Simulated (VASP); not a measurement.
Input of a VASP 6.6.1 run:

INCAR

```
SYSTEM = Ge
AGGAC    = 1.0          
AGGAX    = 1.0          
ALDAC    = 0.0          
ALDAX    = 1.0          
ALGO     = Normal         ! electronic algorithm
EDIFF    = 1E-6           ! SCF threshold, eV
ENCUT    = 520            ! plane-wave cutoff, eV
GGA      = B5             ! functional
ISIF     = 2              ! what is computed and relaxed
ISMEAR   = -1             ! smearing method
LASPH    = .True.         ! aspherical terms in the spheres
LCHARG   = .False.        ! write CHGCAR
LREAL    = .False.        ! projectors in reciprocal space
LWAVE    = .False.        ! write WAVECAR
NBANDS   = 21             ! bands
NELM     = 80             ! most SCF steps
PREC     = Accurate       ! precision mode
SIGMA    = 0.05           ! smearing width, eV
```

KPOINTS

```
k-points
0
Gamma
  10 10 6
  0 0 0
```

Contents of POSCAR:

```
Ge
1.0
    1.5345775576     -2.6852480512      0.0000000000
    1.5345775576      2.6852480512      0.0000000000
    0.0000000000      0.0000000000      5.2077390400
Ge
2
Direct
    0.2500332686      0.7499667314      0.2500000000
    0.7499667314      0.2500332686      0.7500000000
```

Potentials or basis: VASP PAW PBE potentials, release 64 (Ge_d).

Run with:

```bash
$ cat potpaw_PBE.64/Ge_d/POTCAR > POTCAR
$ mpirun -np 1 vasp_std > vasp.out
```

Predict the band gap on the k mesh.

zero (band 14 reaches 11.64 eV, above the bottom of band 15 at 4.21 eV).

Predict the pressure.

0.0 GPa.

Caveat: the PAW data sets were made with another functional, which shifts forces and pressure a little.
